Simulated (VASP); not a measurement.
# C (Fd-3m) in VASP: single point with PBE

Aim: the single point of C with PBE.

Program: VASP 6.6.1. These are calculated values, not measurements. Logs are shortened: lines on timing, memory, paths and dates and some standing lists are left out, and cuts for length are marked.

**1. The cell of the first run**

Symmetry: Fd-3m, No. 227, cubic system. The conventional cell has a = 3.572 Å, b = 3.572 Å, c = 3.572 Å, α = 90.00°, β = 90.00°, γ = 90.00°. Within 2.1 Å of C (site symmetry -43m) lie 4 C at 1.55 Å.

**2. Single point, PBE**

INCAR

```
SYSTEM = C
  PREC = Accurate
  ENCUT = 600
  EDIFF = 1E-6
  ISMEAR = 0
  SIGMA = 0.02
  LREAL = .False.
  LASPH = .True.
  NELM = 120
  ALGO = Normal
  ISIF = 2
  LWAVE = .False.
  LCHARG = .False.
  GGA = PE
  NBANDS = 11
  GGA_COMPAT = .False.
```

KPOINTS

```
regular mesh
0
Gamma
  12 12 12
  0 0 0
```

POSCAR

```
C
1.0
    0.0000000000      1.7858396233      1.7858396233
    1.7858396233      0.0000000000      1.7858396233
    1.7858396233      1.7858396233      0.0000000000
C
2
Direct
    0.0000000000      0.0000000000      0.0000000000
    0.2500000000      0.2500000000      0.2500000000
```

Potentials or basis: VASP PAW PBE potentials, release 64 (C).

On the command line:

```
cat potpaw_PBE.64/C/POTCAR > POTCAR
mpirun -np 1 vasp_std > vasp.out
```

OUTCAR:

```text
SYSTEM = C
   PREC = Accurate
   ENCUT = 600
   EDIFF = 1E-6
   ISMEAR = 0
   LREAL = .False.
   LASPH = .True.
   NELM = 120
   ISIF = 2
   GGA = PE

 ion  position               nearest neighbor table
   1  0.000  0.000  0.000-   2 1.55   2 1.55   2 1.55   2 1.55
   2  0.250  0.250  0.250-   1 1.55   1 1.55   1 1.55   1 1.55

  LATTYP: Found a face centered cubic cell.
 ALAT       =     3.5716792466

  Lattice vectors:

 A1 = (   0.0000000000,   1.7858396233,   1.7858396233)
 A2 = (   1.7858396233,   0.0000000000,   1.7858396233)
 A3 = (   1.7858396233,   1.7858396233,   0.0000000000)

Analysis of symmetry for initial positions (statically):
=====================================================================
 Subroutine PRICEL returns:
 Original cell was already a primitive cell.

 Routine SETGRP: Setting up the symmetry group for a
 face centered cubic supercell.

 Subroutine GETGRP returns: Found 48 space group operations
 (whereof 24 operations were pure point group operations)
 out of a pool of 48 trial point group operations.

The static configuration has the point symmetry T_d .
 The point group associated with its full space group is O_h .

Analysis of symmetry for dynamics (positions and initial velocities):
=====================================================================
 Subroutine PRICEL returns:
 Original cell was already a primitive cell.

 Routine SETGRP: Setting up the symmetry group for a
 face centered cubic supercell.

 Subroutine GETGRP returns: Found 48 space group operations
 (whereof 24 operations were pure point group operations)
 out of a pool of 48 trial point group operations.

The dynamic configuration has the point symmetry T_d .
 The point group associated with its full space group is O_h .

 Subroutine INISYM returns: Found 48 space group operations
 (whereof 24 operations are pure point group operations),
 and found     1 'primitive' translations

----------------------------------------------------------------------------------------

                                     Primitive cell

  volume of cell :      11.3909

  direct lattice vectors                    reciprocal lattice vectors
     0.000000000  1.785839623  1.785839623    -0.279980348  0.279980348  0.279980348
     1.785839623  0.000000000  1.785839623     0.279980348 -0.279980348  0.279980348
[... 83 lines left out ...]
   ENCUT  =  600.0 eV  44.10 Ry    6.64 a.u.   5.04  5.04  5.04*2*pi/ulx,y,z
   NELM   =    120;   NELMIN=  2; NELMDL= -5     # of ELM steps
   EDIFF  = 0.1E-05   stopping-criterion for ELM
   LREAL  =      F    real-space projection
[... 7 lines left out ...]
   TEBEG  =    0.0;   TEEND  =   0.0 temperature during run
   PSTRESS=    0.0 pullay stress
   NELECT =       8.0000    total number of electrons
   NUPDOWN=      -1.0000    fix difference up-down
   EMIN   =  10.00;   EMAX   =-10.00  energy-range for DOS
   EFERMI =   0.00;   METHOD = LEGACY
   ISMEAR =     0;   SIGMA  =   0.02  broadening in eV -4-tet -1-fermi 0-gaus
   EFERMI_NEDOS =   21; number of points for ismear=-14 and -15
   IALGO  =     38    algorithm
   IMIX   =      4    mixing-type and parameters
     AMIX     =   0.40;   BMIX     =  1.00
     AMIX_MAG =   1.60;   BMIX_MAG =  1.00
  volume/ion in A,a.u.               =       5.70        38.43
  Fermi-wavevector in a.u.,A,eV,Ry     =   1.455188  2.749906 28.811309  2.117571
  Thomas-Fermi vector in A             =   2.572251
   LORBIT       =      0    0 simple, 1 ext, 2 COOP (PROOUT), +10 PAW based schemes
   GGA     = PE    functional components
   LHFCALC =     F    Hartree Fock is set to
   AEXX    =    0.0000 exact exchange contribution
   IVDW    =     0    specifies the selected vdW correction
   LEPSILON=     F    determine dielectric tensor
   LRPA    =     F    only Hartree local field effects (RPA)
 non-spin polarized calculation
 Gauss-broadening in eV      SIGMA  =   0.02
  energy-cutoff  :      600.00
  volume of cell :       11.39
 maximum number of plane-waves:       392
   NGX =  9   NGY =  9   NGZ =  9

 number of electron       7.9999999 magnetization

 Free energy of the ion-electron system (eV)
  ---------------------------------------------------
  ext. energy  EPLUGINS =         0.00000000
  ---------------------------------------------------
  free energy    TOTEN  =       -18.19049228 eV

  energy without entropy =      -18.19049228  energy(sigma->0) =      -18.19049228

 E-fermi :   9.7718     XC(G=0): -13.2299

 val. band max:        9.6685473413   @ k =   0.0000   0.0000   0.0000
 cond. band min:      13.8126040068   @ k =   0.3333   0.3333   0.0000
 fundamental gap:      4.1440566655
 Fermi energy:         9.7718307198

 k-point     1 :       0.0000    0.0000    0.0000
  band No.  band energies     occupation
      1     -11.7522      2.00000
      2       9.6685      2.00000
      3       9.6685      2.00000
      4       9.6685      2.00000
      5      15.2474      0.00000
      6      15.2474      0.00000
      7      15.2474      0.00000
      8      22.9048      0.00000
      9      28.9106      0.00000
     10      36.1592      0.00000
     11      36.1592      0.00000
[... 309 lines left out ...]
 k-point    24 :      -0.4167    0.1667    0.0000
  band No.  band energies     occupation
      1      -5.5933      2.00000
      2      -2.8190      2.00000
      3       4.2119      2.00000
      4       6.0952      2.00000
      5      17.1871      0.00000
      6      19.8717      0.00000
      7      20.8195      0.00000
      8      25.0568      0.00000
      9      29.0658      0.00000
     10      33.8087      0.00000
     11      34.1561      0.00000

 [... further k-points ...]

------------------------ aborting loop because EDIFF is reached ----------------------------------------

  FORCE on cell =-STRESS in cart. coord.  units (eV):
  Direction    XX          YY          ZZ          XY          YZ          ZX
  --------------------------------------------------------------------------------------
  -------------------------------------------------------------------------------------
  Total       -0.0029791     -0.0029791     -0.0029791     -0.0000000     -0.0000000     -0.0000000
  in kB       -0.4190166     -0.4190166     -0.4190166     -0.0000000     -0.0000000     -0.0000000
  external PRESSURE =      -0.4190166 kB  Pullay stress =       0.0000000 kB

 VOLUME and BASIS-vectors are now :
 -----------------------------------------------------------------------------
  energy-cutoff  :      600.00
  volume of cell :       11.39
      direct lattice vectors                 reciprocal lattice vectors
     0.000000000  1.785839623  1.785839623    -0.279980348  0.279980348  0.279980348
     1.785839623  0.000000000  1.785839623     0.279980348 -0.279980348  0.279980348
     1.785839623  1.785839623  0.000000000     0.279980348  0.279980348 -0.279980348

 POSITION                                       TOTAL-FORCE (eV/Angst)
 -----------------------------------------------------------------------------------
      0.00000      0.00000      0.00000         0.000000      0.000000      0.000000
      0.89292      0.89292      0.89292        -0.000000     -0.000000     -0.000000
 -----------------------------------------------------------------------------------
    total drift:                                0.000000      0.000000      0.000000

  FREE ENERGIE OF THE ION-ELECTRON SYSTEM (eV)
  ---------------------------------------------------
  free  energy   TOTEN  =       -18.1904922850 eV

  energy  without entropy=      -18.1904922850  energy(sigma->0) =      -18.19049228
```

stdout:

```text
POSCAR found type information on POSCAR C
 POSCAR found :  1 types and       2 ions
 scaLAPACK will be used
 LDA part: xc-table for (Slater+PW92), standard interpolation
 POSCAR, INCAR and KPOINTS ok, starting setup
 FFT: planning ... GRIDC
 FFT: planning ... GRID_SOFT
 FFT: planning ... GRID
 WAVECAR not read
 entering main loop
```

Wall time 7.7 s (1 thread of Intel Xeon Platinum 8488C (Sapphire Rapids), shared host); peak memory 0.12 GiB.

What came out:

| Property | Result |
| --- | --- |
| Free energy | -18.1905 eV |
| Pressure | 0.0 GPa |
| Band gap on the k mesh | 4.14 eV, indirect (least direct gap 5.58 eV) |

A k mesh can miss the band edges. PBE gaps usually lie below the measured ones, often by a third to a half.
